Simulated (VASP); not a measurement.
Input of a VASP 6.6.1 run:

INCAR

```
SYSTEM = Lu
ALGO     = Normal         ! electronic algorithm
EDIFF    = 1E-6           ! SCF threshold, eV
ENCUT    = 520            ! plane-wave cutoff, eV
GGA      = CA             ! functional
ISIF     = 2              ! what is computed and relaxed
ISMEAR   = -1             ! smearing method
LASPH    = .TRUE.         ! aspherical terms in the spheres
LCHARG   = .FALSE.        ! write CHGCAR
LREAL    = .FALSE.        ! projectors in reciprocal space
LWAVE    = .FALSE.        ! write WAVECAR
NBANDS   = 18             ! bands
NELM     = 60             ! most SCF steps
PREC     = Accurate       ! precision mode
SIGMA    = 0.13605693000000002 ! smearing width, eV
```

File KPOINTS:

```
k-points
0
G
  12 12 12
  0 0 0
```

File POSCAR:

```
Lu
1.0
    0.0000000000      2.3400058441      2.3400058441
    2.3400058441      0.0000000000      2.3400058441
    2.3400058441      2.3400058441      0.0000000000
Lu
1
Direct
    0.0000000000      0.0000000000      0.0000000000
```

Potentials or basis: VASP PAW PBE potentials, release 64 (Lu).

Command:

```sh
$ cat potpaw_PBE.64/Lu/POTCAR > POTCAR
$ mpirun -np 1 vasp_std > vasp.out
```

Problem. Predict the pressure.

Solution. 0.3 GPa.

Caveat: the PAW data sets were made with another functional, which shifts forces and pressure a little.
